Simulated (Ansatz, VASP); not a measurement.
## Two plane-wave programs on TaN

The input INCAR:

```
ALGO     = Normal         # electronic algorithm
EDIFF    = 1E-6           # SCF threshold, eV
ENCUT    = 600            # plane-wave cutoff, eV
GGA      = PE             # functional
GGA_COMPAT= False        
ISIF     = 2              # what is computed and relaxed
ISMEAR   = 0              # smearing method
LASPH    = True           # aspherical terms in the spheres
LCHARG   = False          # write CHGCAR
LREAL    = False          # projectors in reciprocal space
LWAVE    = False          # write WAVECAR
NBANDS   = 78             # bands
NELM     = 120            # most SCF steps
PREC     = Accurate       # precision mode
SIGMA    = 0.1            # smearing width, eV
```

Contents of KPOINTS:

```
k-points
0
Gamma
  1 1 1
```

File POSCAR:

```
TaN
1.0
    0.0000000000      4.4172695491     -4.4172695491
    4.4172695491      4.4172695491      0.0000000000
    4.4172695491      0.0000000000     -4.4172695491
Ta N
8 8
Direct
    0.2500000000      0.7500000000      0.2500000000
    0.2500000000      0.2500000000      0.2500000000
    0.7500000000      0.7500000000      0.2500000000
    0.7500000000      0.2500000000      0.2500000000
    0.2500000000      0.7500000000      0.7500000000
    0.2500000000      0.2500000000      0.7500000000
    0.7500000000      0.7500000000      0.7500000000
    0.7500000000      0.2500000000      0.7500000000
    0.0000000000      0.0000000000      0.5000000000
    0.0000000000      0.5000000000      0.5000000000
    0.5000000000      0.0000000000      0.5000000000
    0.5000000000      0.5000000000      0.5000000000
    0.0000000000      0.0000000000      1.0000000000
    0.0000000000      0.5000000000      1.0000000000
    0.5000000000      0.0000000000      1.0000000000
    0.5000000000      0.5000000000      1.0000000000
```

Input for Ansatz:

```yaml
crystal:
  lattice:
    - [0.0, 4.4172695491, -4.4172695491]
    - [4.4172695491, 4.4172695491, 0.0]
    - [4.4172695491, 0.0, -4.4172695491]
  atoms:
    - { symbol: Ta, position: [0.25, 0.75, 0.25] }
    - { symbol: Ta, position: [0.25, 0.25, 0.25] }
    - { symbol: Ta, position: [0.75, 0.75, 0.25] }
    - { symbol: Ta, position: [0.75, 0.25, 0.25] }
    - { symbol: Ta, position: [0.25, 0.75, 0.75] }
    - { symbol: Ta, position: [0.25, 0.25, 0.75] }
    - { symbol: Ta, position: [0.75, 0.75, 0.75] }
    - { symbol: Ta, position: [0.75, 0.25, 0.75] }
    - { symbol: "N", position: [0.0, 0.0, 0.5] }
    - { symbol: "N", position: [0.0, 0.5, 0.5] }
    - { symbol: "N", position: [0.5, 0.0, 0.5] }
    - { symbol: "N", position: [0.5, 0.5, 0.5] }
    - { symbol: "N", position: [0.0, 0.0, 1.0] }
    - { symbol: "N", position: [0.0, 0.5, 1.0] }
    - { symbol: "N", position: [0.5, 0.0, 1.0] }
    - { symbol: "N", position: [0.5, 0.5, 1.0] }
basis:
  ecutwfc: 420
  xc_grid: 2
kpoints:
  mp_grid: { grid: [1, 1, 1], shift: [0.0, 0.0, 0.0] }
hamiltonian:
  xc: pbe
scf:
  occupations: { method: gaussian, width: 0.1 }
output:
  forces: true
  stress: true
  eigenvalues: true
```

Alike in both runs: task single point; functional PBE; k mesh 1 × 1 × 1; occupations gaussian, width 0.1 eV; no spin polarisation.

|  | VASP | Ansatz |
| --- | --- | --- |
| version | VASP 6.6.1 | Ansatz 0.2.0 |
| potentials or method | VASP PAW PBE potentials, release 64 (Ta_pv, N), cutoff 600 eV | scalar-relativistic, plane waves, PAW |
| valence electrons in the cell | 128 | 144 |

VASP gave:

- gap on the k mesh at the Fermi level (eV): 1.54
- least direct gap on the mesh (eV): 1.54
- pressure (GPa): 0.4

**Question.** What did Ansatz give for the same quantities?

**Answer.** gap on the k mesh at the Fermi level (eV): 1.50; least direct gap on the mesh (eV): 1.50; pressure (GPa): -0.1.

VASP's potentials hold 128 valence electrons a cell and Ansatz's 144, so a difference there can come from the potentials and not from the codes.

The k mesh is coarse, so the values compare programs but aren't converged. Neither program's run includes spin-orbit coupling.
